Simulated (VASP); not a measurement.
Input of a VASP 6.6.1 run:

Contents of INCAR:

```
SYSTEM = LiH
PREC = Accurate ; ENCUT = 520
EDIFF = 1E-6 ; ISMEAR = 0
SIGMA = 0.1 ; LREAL = .False.
LASPH = .True. ; NELM = 100
ALGO = Normal ; ISIF = 2
LWAVE = .False. ; LCHARG = .True.
GGA = PE ; LELF = .True.
LVHAR = .True. ; NBANDS = 9
```

The input KPOINTS:

```
Automatic mesh
0
Gamma
  8 8 6
  0 0 0
```

The input POSCAR:

```
LiH
1.0
    2.4609181900      0.0000000000      0.0000000000
    0.0000000000      2.4609181900      0.0000000000
    0.0000000000      0.0000000000      3.3124463100
Li H
1 1
Direct
    0.5000000000      0.5000000000      0.5000000000
    0.0000000000      0.0000000000      0.0000000000
```

Potentials or basis: VASP PAW PBE potentials, release 64 (Li_sv, H).

The run is started by

```console
$ cat potpaw_PBE.64/Li_sv/POTCAR potpaw_PBE.64/H/POTCAR > POTCAR
$ mpirun -np 1 vasp_std > vasp.out
```

(1) What does it give for the band gap on the k mesh?

Results:

(1) zero (band 2 reaches 2.42 eV, above the bottom of band 3 at 0.76 eV).
